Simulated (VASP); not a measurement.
**Zr32CN30 (a cell with a defect): single point with PBE**

Zr32CN30 (a cell with a defect):

```
Zr N C
1.0
     9.22000    0.00000    0.00000
     0.00000    9.22000    0.00000
     0.00000    0.00000    9.22000
Zr N C
32 30 1
Direct
  0.49975 0.99882 0.99901
  0.74964 0.24986 0.00039
  0.75090 0.99886 0.25023
  0.00537 0.99795 0.00526
  0.25185 0.24982 0.00464
  0.49973 0.50089 0.99905
  0.75339 0.74981 0.99676
  0.25823 0.96889 0.25812
  0.49757 0.24980 0.25241
  0.75085 0.50085 0.25026
  0.49209 0.96945 0.49198
  0.74551 0.24982 0.49818
  0.74477 0.99781 0.74466
  0.00539 0.50173 0.00529
  0.25112 0.74985 0.99776
  0.00474 0.24982 0.25175
  0.25826 0.53084 0.25815
  0.52837 0.74989 0.22184
  0.99912 0.99881 0.49965
  0.25252 0.24980 0.49746
  0.49207 0.53026 0.49196
  0.75207 0.74985 0.49877
  0.25034 0.99885 0.75079
  0.49828 0.24982 0.74541
  0.74474 0.50187 0.74464
  0.99786 0.74985 0.25102
  0.99916 0.50089 0.49962
  0.22194 0.74989 0.52826
  0.00051 0.24986 0.74952
  0.25037 0.50085 0.75075
  0.49887 0.74985 0.75197
  0.99687 0.74981 0.75328
  0.74969 0.24985 0.24896
  0.00435 0.49892 0.25239
  0.00052 0.24984 0.50098
  0.25202 0.24984 0.25191
  0.50458 0.49462 0.24531
  0.76591 0.74982 0.24901
  0.00432 0.00077 0.25239
  0.49816 0.24984 0.49805
  0.74596 0.49882 0.49752
  0.98407 0.74983 0.50099
  0.74824 0.24984 0.74813
  0.99739 0.49901 0.75264
  0.00189 0.24984 0.00179
  0.50459 0.00496 0.24529
  0.24541 0.49462 0.50447
  0.74598 0.00086 0.49752
  0.24907 0.24985 0.74958
  0.49763 0.49882 0.74585
  0.75174 0.74983 0.75163
  0.99739 0.00066 0.75263
  0.50109 0.24984 0.00042
  0.75274 0.49901 0.99728
  0.99841 0.74983 0.99830
  0.24540 0.00497 0.50448
  0.24913 0.74982 0.76580
  0.49763 0.00086 0.74587
  0.25250 0.49892 0.00424
  0.50111 0.74983 0.98396
  0.75273 0.00066 0.99729
  0.25250 0.00077 0.00422
  0.37687 0.74978 0.37676
```

```yaml
Program: VASP 6.6.1
Task: single point
Functional: PBE
Potentials_or_basis: VASP PAW PBE potentials, release 64 (Zr_sv, N, C)
Cutoff: 520 eV
k_mesh: 1 × 1 × 1
Occupations: fermi-dirac, width 0.02 eV
Spin: no spin polarisation
```

| Item | Value |
| --- | --- |
| Largest force | 0.033 eV/Å |

Forces in eV/Å, atoms in the order of the input:
```
Zr   0.000  0.013 -0.002
Zr   0.001  0.000  0.000
Zr   0.001  0.014  0.000
Zr  -0.005 -0.007 -0.005
Zr   0.006  0.001 -0.008
Zr   0.001 -0.017 -0.004
Zr   0.002  0.000 -0.005
Zr   0.003 -0.006  0.003
Zr   0.012  0.000 -0.012
Zr   0.004 -0.017 -0.002
Zr  -0.004 -0.005 -0.004
Zr   0.008  0.002 -0.007
Zr   0.005 -0.004  0.005
Zr  -0.005  0.007 -0.005
Zr  -0.007 -0.001  0.032
Zr  -0.008  0.001  0.006
Zr   0.003  0.003  0.003
Zr  -0.003 -0.004 -0.001
Zr  -0.001  0.014  0.000
Zr  -0.012 -0.001  0.013
Zr  -0.004  0.003 -0.004
Zr  -0.028 -0.001  0.012
Zr   0.000  0.014  0.001
Zr  -0.007  0.002  0.008
Zr   0.007  0.004  0.006
Zr   0.032 -0.001 -0.008
Zr  -0.004 -0.017  0.001
Zr   0.000 -0.004 -0.004
Zr   0.000  0.000  0.002
Zr  -0.001 -0.017  0.004
Zr   0.013 -0.001 -0.028
Zr  -0.005  0.000  0.002
N    0.002  0.000 -0.001
N   -0.003  0.009  0.006
N   -0.004  0.000  0.001
N   -0.007 -0.001 -0.007
N    0.004  0.011 -0.002
N   -0.017  0.003 -0.004
N   -0.001 -0.009  0.006
N    0.007 -0.001  0.007
N    0.000  0.010 -0.006
N    0.017  0.002  0.002
N    0.007  0.000  0.007
N    0.001  0.007 -0.002
N   -0.008  0.000 -0.008
N    0.006 -0.004 -0.004
N   -0.002  0.011  0.004
N   -0.002 -0.010 -0.006
N   -0.001  0.000  0.002
N   -0.006  0.010  0.000
N   -0.001  0.001 -0.001
N    0.000 -0.007 -0.001
N    0.001  0.000 -0.004
N   -0.002  0.007  0.001
N    0.001  0.001  0.001
N   -0.004 -0.004  0.006
N   -0.005  0.003 -0.017
N   -0.006 -0.010 -0.002
N    0.006  0.009 -0.003
N    0.001  0.003  0.018
N    0.000 -0.007  0.000
N    0.006 -0.009 -0.002
C    0.007  0.003  0.010
```

Levels at points of the mesh, in eV from the Fermi level:
```tsv
k point	band 264	band 265	band 266	band 267	band 268	band 269	band 270	band 271	band 272	band 273
(0.00, 0.00, 0.00)	-0.72	-0.70	-0.66	-0.49	-0.17	0.17	0.47	0.52	0.53	0.57
```

It took 5 min on 1 thread of Intel(R) Xeon(R) 6975P-C (Granite Rapids), with other jobs on the host, peak memory 0.73 GiB.

Caveat: the k points lie up to 0.68 Å⁻¹ apart; the cell carries a net charge on a neutralising background, which shifts energy and pressure; the cell is charged against a uniform background, so pressure and absolute levels hang on convention.
